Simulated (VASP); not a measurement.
# Sb2Se3 (Pnma) in VASP: electric field gradients with PBE

Aim: the electric field gradients of Sb2Se3 with PBE.

All numbers are computed with VASP 6.6.1; they aren't measurements. Logs are shortened: lines on timing, memory, paths and dates and some standing lists are left out, and cuts for length are marked.

## (1) The cell of the first run

The structure is orthorhombic, space group Pnma (No. 62). Conventional cell: a = 11.794 Å, b = 3.986 Å, c = 11.648 Å, α = 90.00°, β = 90.00°, γ = 90.00°. Sb (site symmetry m) has 6 Se at 2.66 to 3.25 Å within 3.5 Å. Within 3.5 Å of Sb (site symmetry m) lie 7 Se at 2.59 to 3.49 Å. Within 3.5 Å of Se (site symmetry m) lie 5 Sb at 2.68 to 3.49 Å and 1 Se at 3.45 Å. Se (site symmetry m) has 3 Sb at 2.66 to 2.80 Å and 1 Se at 3.45 Å within 3.5 Å. Within 3.4 Å of Se (site symmetry m) lie 5 Sb at 2.59 to 3.22 Å.

## (2) Electric field gradients, PBE

Input file INCAR:

```
SYSTEM = Sb2Se3
ALGO = Normal
EDIFF = 1E-8
ENCUT = 520
GGA = PE
ISIF = 2
ISMEAR = -1
KPAR = 2
LASPH = .TRUE.
LCHARG = .FALSE.
LEFG = .TRUE.
LREAL = Auto
LWAVE = .FALSE.
NBANDS = 72
NELM = 100
PREC = Accurate
SIGMA = 0.02
```

Input file KPOINTS:

```
k-points
0
G
  3 7 3
  0 0 0
```

Input file POSCAR:

```
Sb2Se3
1.0
   11.7940000000      0.0000000000      0.0000000000
    0.0000000000      3.9860000000      0.0000000000
    0.0000000000      0.0000000000     11.6480000000
Sb Se
8 12
Direct
    0.5304000000      0.2500000000      0.1721000000
    0.9696000000      0.7500000000      0.6721000000
    0.0304000000      0.2500000000      0.3279000000
    0.4696000000      0.7500000000      0.8279000000
    0.6475000000      0.7500000000      0.4604000000
    0.8525000000      0.2500000000      0.9604000000
    0.1475000000      0.7500000000      0.0396000000
    0.3525000000      0.2500000000      0.5396000000
    0.6289000000      0.7500000000      0.0553000000
    0.8711000000      0.2500000000      0.5553000000
    0.1289000000      0.7500000000      0.4447000000
    0.3711000000      0.2500000000      0.9447000000
    0.7141000000      0.2500000000      0.3051000000
    0.7859000000      0.7500000000      0.8051000000
    0.2141000000      0.2500000000      0.1949000000
    0.2859000000      0.7500000000      0.6949000000
    0.4464000000      0.7500000000      0.3713000000
    0.0536000000      0.2500000000      0.8713000000
    0.9464000000      0.7500000000      0.1287000000
    0.5536000000      0.2500000000      0.6287000000
```

Potentials or basis: VASP PAW PBE potentials, release 64 (Sb, Se).

The run is started by

```console
> cat potpaw_PBE.64/Sb/POTCAR potpaw_PBE.64/Se/POTCAR > POTCAR
> mpirun -np 2 vasp_std > vasp.out
```

OUTCAR:

```text
SYSTEM = Sb2Se3
   EDIFF = 1E-8
   ENCUT = 520
   GGA = PE
   ISIF = 2
   ISMEAR = -1
   LASPH = .TRUE.
   LREAL = Auto
   NELM = 100
   PREC = Accurate

 ion  position               nearest neighbor table
   1  0.530  0.250  0.172-  13 2.66   9 2.68   9 2.68  17 3.22  17 3.22  12 3.25
   2  0.970  0.750  0.672-  14 2.66  10 2.68  10 2.68  18 3.22  18 3.22  11 3.25
   3  0.030  0.250  0.328-  15 2.66  11 2.68  11 2.68  19 3.22  19 3.22  10 3.25
   4  0.470  0.750  0.828-  16 2.66  12 2.68  12 2.68  20 3.22  20 3.22   9 3.25
   5  0.648  0.750  0.460-  17 2.59  13 2.80  13 2.80  20 3.01  20 3.01
   6  0.852  0.250  0.960-  18 2.59  14 2.80  14 2.80  19 3.01  19 3.01
   7  0.148  0.750  0.040-  19 2.59  15 2.80  15 2.80  18 3.01  18 3.01
   8  0.352  0.250  0.540-  20 2.59  16 2.80  16 2.80  17 3.01  17 3.01
   9  0.629  0.750  0.055-   1 2.68   1 2.68   4 3.25
  10  0.871  0.250  0.555-   2 2.68   2 2.68   3 3.25
  11  0.129  0.750  0.445-   3 2.68   3 2.68   2 3.25
  12  0.371  0.250  0.945-   4 2.68   4 2.68   1 3.25
  13  0.714  0.250  0.305-   1 2.66   5 2.80   5 2.80
  14  0.786  0.750  0.805-   2 2.66   6 2.80   6 2.80
  15  0.214  0.250  0.195-   3 2.66   7 2.80   7 2.80
  16  0.286  0.750  0.695-   4 2.66   8 2.80   8 2.80
  17  0.446  0.750  0.371-   5 2.59   8 3.01   8 3.01   1 3.22   1 3.22
  18  0.054  0.250  0.871-   6 2.59   7 3.01   7 3.01   2 3.22   2 3.22
  19  0.946  0.750  0.129-   7 2.59   6 3.01   6 3.01   3 3.22   3 3.22
  20  0.554  0.250  0.629-   8 2.59   5 3.01   5 3.01   4 3.22   4 3.22

  LATTYP: Found a simple orthorhombic cell.
 ALAT       =     3.9860000000
 B/A-ratio  =     2.9222277973
 C/A-ratio  =     2.9588559960

  Lattice vectors:

 A1 = (   0.0000000000,   3.9860000000,   0.0000000000)
 A2 = (   0.0000000000,   0.0000000000,  11.6480000000)
 A3 = (  11.7940000000,   0.0000000000,   0.0000000000)

Analysis of symmetry for initial positions (statically):
=====================================================================
 Subroutine PRICEL returns:
 Original cell was already a primitive cell.

 Routine SETGRP: Setting up the symmetry group for a
 simple orthorhombic supercell.

 Subroutine GETGRP returns: Found  8 space group operations
 (whereof  2 operations were pure point group operations)
 out of a pool of  8 trial point group operations.

The static configuration has the point symmetry S_2 .
 The point group associated with its full space group is D_2h.

Analysis of symmetry for dynamics (positions and initial velocities):
=====================================================================
 Subroutine PRICEL returns:
 Original cell was already a primitive cell.

 Routine SETGRP: Setting up the symmetry group for a
 simple orthorhombic supercell.

 Subroutine GETGRP returns: Found  8 space group operations
 (whereof  2 operations were pure point group operations)
 out of a pool of  8 trial point group operations.

The dynamic configuration has the point symmetry S_2 .
 The point group associated with its full space group is D_2h.

 Subroutine INISYM returns: Found  8 space group operations
 (whereof  2 operations are pure point group operations),
 and found     1 'primitive' translations

----------------------------------------------------------------------------------------

                                     Primitive cell

  volume of cell :     547.5828

  direct lattice vectors                    reciprocal lattice vectors
    11.794000000  0.000000000  0.000000000     0.084788876  0.000000000  0.000000000
     0.000000000  3.986000000  0.000000000     0.000000000  0.250878073  0.000000000
     0.000000000  0.000000000 11.648000000     0.000000000  0.000000000  0.085851648

  length of vectors
    11.794000000  3.986000000 11.648000000     0.084788876  0.250878073  0.085851648

  position of ions in fractional coordinates (direct lattice)
     0.530400000  0.250000000  0.172100000
     0.969600000  0.750000000  0.672100000
     0.030400000  0.250000000  0.327900000
     0.469600000  0.750000000  0.827900000
     0.647500000  0.750000000  0.460400000
     0.852500000  0.250000000  0.960400000
[... 12 lines left out ...]
     0.946400000  0.750000000  0.128700000
     0.553600000  0.250000000  0.628700000

  ion indices of the primitive-cell ions
[... 95 lines left out ...]
   NELECT =     112.0000    total number of electrons
   NUPDOWN=      -1.0000    fix difference up-down
   EMIN   =  10.00;   EMAX   =-10.00  energy-range for DOS
   EFERMI =   0.00;   METHOD = LEGACY
   ISMEAR =    -1;   SIGMA  =   0.02  broadening in eV -4-tet -1-fermi 0-gaus
   EFERMI_NEDOS =   21; number of points for ismear=-14 and -15
   IALGO  =     38    algorithm
   IMIX   =      4    mixing-type and parameters
     AMIX     =   0.40;   BMIX     =  1.00
     AMIX_MAG =   1.60;   BMIX_MAG =  1.00
  volume/ion in A,a.u.               =      27.38       184.76
  Fermi-wavevector in a.u.,A,eV,Ry     =   0.964564  1.822761 12.658631  0.930383
  Thomas-Fermi vector in A             =   2.094206
   LORBIT       =      0    0 simple, 1 ext, 2 COOP (PROOUT), +10 PAW based schemes
   GGA     = PE    functional components
   LHFCALC =     F    Hartree Fock is set to
   AEXX    =    0.0000 exact exchange contribution
   IVDW    =     0    specifies the selected vdW correction
   LEPSILON=     F    determine dielectric tensor
   LRPA    =     F    only Hartree local field effects (RPA)
 non-spin polarized calculation
  energy-cutoff  :      520.00
  volume of cell :      547.58
 maximum number of plane-waves:     14796
 NGX is ok and might be reduce to    90
   NGX = 43   NGY = 15   NGZ = 43

 number of electron     111.9999994 magnetization

 Free energy of the ion-electron system (eV)
  ---------------------------------------------------
  ext. energy  EPLUGINS =         0.00000000
  ---------------------------------------------------
  free energy    TOTEN  =       -80.13316136 eV

  energy without entropy =      -80.13316136  energy(sigma->0) =      -80.13316136

 E-fermi :   4.9628     XC(G=0):  -9.2975

 val. band max:        4.5020964684   @ k =   0.3333   0.0000   0.0000
 cond. band min:       5.4549241736   @ k =   0.0000   0.0000   0.3333
 fundamental gap:      0.9528277052
 Fermi energy:         4.9627663898

 k-point     1 :       0.0000    0.0000    0.0000
  band No.  band energies     occupation
      1      -9.6430      2.00000
      2      -9.3260      2.00000
      3      -9.0694      2.00000
      4      -8.9574      2.00000
      5      -8.8565      2.00000
      6      -8.6106      2.00000
[... 1125 lines left out ...]
     67       7.4612      0.00000
     68       7.5947      0.00000
 [bands above 68 left out]

------------------------ aborting loop because EDIFF is reached ----------------------------------------

  FORCE on cell =-STRESS in cart. coord.  units (eV):
  Direction    XX          YY          ZZ          XY          YZ          ZX
  --------------------------------------------------------------------------------------
  -------------------------------------------------------------------------------------
  Total       10.3819370      7.5068482      6.8491644      0.0000000     -0.0000000      0.0000000
  in kB       30.3766021     21.9643542     20.0400313      0.0000000     -0.0000000      0.0000000
  external PRESSURE =      24.1269959 kB  Pullay stress =       0.0000000 kB

 VOLUME and BASIS-vectors are now :
 -----------------------------------------------------------------------------
  energy-cutoff  :      520.00
  volume of cell :      547.58
      direct lattice vectors                 reciprocal lattice vectors
    11.794000000  0.000000000  0.000000000     0.084788876  0.000000000  0.000000000
     0.000000000  3.986000000  0.000000000     0.000000000  0.250878073  0.000000000
     0.000000000  0.000000000 11.648000000     0.000000000  0.000000000  0.085851648

 POSITION                                       TOTAL-FORCE (eV/Angst)
 -----------------------------------------------------------------------------------
      6.25554      0.99650      2.00462        -0.349163     -0.000000      0.103434
     11.43546      2.98950      7.82862         0.349163     -0.000000      0.103434
      0.35854      0.99650      3.81938        -0.349163     -0.000000     -0.103434
      5.53846      2.98950      9.64338         0.349163     -0.000000     -0.103434
      7.63662      2.98950      5.36274         0.170206      0.000000      0.208877
     10.05438      0.99650     11.18674        -0.170206      0.000000      0.208877
[... 12 lines left out ...]
     11.16184      2.98950      1.49910        -0.277104     -0.000000      0.150255
      6.52916      0.99650      7.32310         0.277104      0.000000      0.150255
 -----------------------------------------------------------------------------------
    total drift:                                0.000000      0.000000     -0.000000

  FREE ENERGIE OF THE ION-ELECTRON SYSTEM (eV)
  ---------------------------------------------------
  free  energy   TOTEN  =       -80.1331613574 eV

  energy  without entropy=      -80.1331613574  energy(sigma->0) =      -80.13316136

 Electric field gradients (V/A^2)
---------------------------------------------------------------------
 ion       V_xx      V_yy      V_zz      V_xy      V_xz      V_yz
---------------------------------------------------------------------
   1    -116.075    33.530    82.545    -0.000    24.791     0.000
   2    -116.075    33.530    82.545    -0.000   -24.791     0.000
   3    -116.075    33.530    82.545    -0.000   -24.791    -0.000
   4    -116.075    33.530    82.545    -0.000    24.791    -0.000
   5     -76.095    80.822    -4.726    -0.000  -118.754    -0.000
   6     -76.095    80.822    -4.726     0.000   118.754     0.000
[... 12 lines left out ...]
  19     143.877  -145.491     1.614     0.000   -46.058    -0.000
  20     143.877  -145.491     1.614    -0.000    46.058     0.000
---------------------------------------------------------------------

 Electric field gradients after diagonalization (V/A^2)
 (convention: |V_zz| > |V_xx| > |V_yy|)
----------------------------------------------------------------------
 ion       V_xx      V_yy      V_zz     asymmetry (V_yy - V_xx)/ V_zz
----------------------------------------------------------------------
   1      85.593    33.530  -119.123       0.437
   2      85.593    33.530  -119.123       0.437
   3      85.593    33.530  -119.123       0.437
   4      85.593    33.530  -119.123       0.437
   5      83.588    80.822  -164.410       0.017
   6      83.588    80.822  -164.410       0.017
[... 12 lines left out ...]
  19    -145.491   -11.995   157.486       0.848
  20    -145.491   -11.995   157.486       0.848
----------------------------------------------------------------------

           NMR quadrupolar parameters

 Cq : quadrupolar parameter    Cq=e*Q*V_zz/h
 eta: asymmetry parameters     (V_yy - V_xx)/ V_zz
 Q  : nuclear electric quadrupole moment in mb (millibarn)
----------------------------------------------------------------------
 ion       Cq(MHz)       eta       Q (mb)
----------------------------------------------------------------------
   1      -0.288       0.437       1.000
   2      -0.288       0.437       1.000
   3      -0.288       0.437       1.000
   4      -0.288       0.437       1.000
   5      -0.398       0.017       1.000
   6      -0.398       0.017       1.000
[... 12 lines left out ...]
  19       0.381       0.848       1.000
  20       0.381       0.848       1.000
----------------------------------------------------------------------
```

Wall time 4.9 min (2 MPI ranks of Intel Xeon Platinum 8559C (Emerald Rapids), shared host); peak memory 0.73 GiB.

Results:

| Quantity | Value |
| --- | --- |
| Free energy | -80.1332 eV |
| Pressure | 2.4 GPa |
| Largest force | 0.364 eV/Å |
| Band gap on the k mesh | 0.95 eV (least direct gap 0.98 eV) |
| Largest electric field gradient by atom | Sb -119.1, -164.4 (each value once); Se -274.7, +83.7, +157.5 (each value once) V/Å² |

Forces in eV/Å, atoms in the order of the input:
```
Sb  -0.349  0.000  0.103
Sb   0.349  0.000  0.103
Sb  -0.349  0.000 -0.103
Sb   0.349  0.000 -0.103
Sb   0.170  0.000  0.209
Sb  -0.170  0.000  0.209
Sb   0.170  0.000 -0.209
Sb  -0.170  0.000 -0.209
Se   0.168  0.000 -0.214
Se  -0.168  0.000 -0.214
Se   0.168  0.000  0.214
Se  -0.168  0.000  0.214
Se   0.203  0.000  0.045
Se  -0.203  0.000  0.045
Se   0.203  0.000 -0.045
Se  -0.203  0.000 -0.045
Se  -0.277  0.000 -0.150
Se   0.277  0.000 -0.150
Se  -0.277  0.000  0.150
Se   0.277  0.000  0.150
```

Levels at points of the mesh, in eV from the valence-band top:
| k point | band 52 | band 53 | band 54 | band 55 | band 56 | band 57 | band 58 | band 59 | band 60 | band 61 |
| --- | --- | --- | --- | --- | --- | --- | --- | --- | --- | --- |
| (0.00, 0.00, 0.00) | -0.49 | -0.29 | -0.17 | -0.12 | -0.07 | 1.13 | 1.17 | 1.34 | 1.43 | 1.83 |

Electric field gradients, principal values (V/Å²):
| atom | least | middle | greatest (by size) |
| --- | --- | --- | --- |
| 1 Sb | 33.530 | 85.593 | -119.123 |
| 2 Sb | 33.530 | 85.593 | -119.123 |
| 3 Sb | 33.530 | 85.593 | -119.123 |
| 4 Sb | 33.530 | 85.593 | -119.123 |
| 5 Sb | 80.822 | 83.588 | -164.410 |
| 6 Sb | 80.822 | 83.588 | -164.410 |
| 7 Sb | 80.822 | 83.588 | -164.410 |
| 8 Sb | 80.822 | 83.588 | -164.410 |
| 9 Se | 102.175 | 172.520 | -274.695 |
| 10 Se | 102.175 | 172.520 | -274.695 |
| 11 Se | 102.175 | 172.520 | -274.695 |
| 12 Se | 102.175 | 172.520 | -274.695 |
| 13 Se | -17.121 | -66.607 | 83.728 |
| 14 Se | -17.121 | -66.607 | 83.728 |
| 15 Se | -17.121 | -66.607 | 83.728 |
| 16 Se | -17.121 | -66.607 | 83.728 |
| 17 Se | -11.995 | -145.491 | 157.486 |
| 18 Se | -11.995 | -145.491 | 157.486 |
| 19 Se | -11.995 | -145.491 | 157.486 |
| 20 Se | -11.995 | -145.491 | 157.486 |

Caveat: without QUAD_EFG the Cq values of the log hold for a quadrupole moment of 1 mb, not for the nuclei; spin-orbit coupling is left out, which moves the levels of the heavy elements.
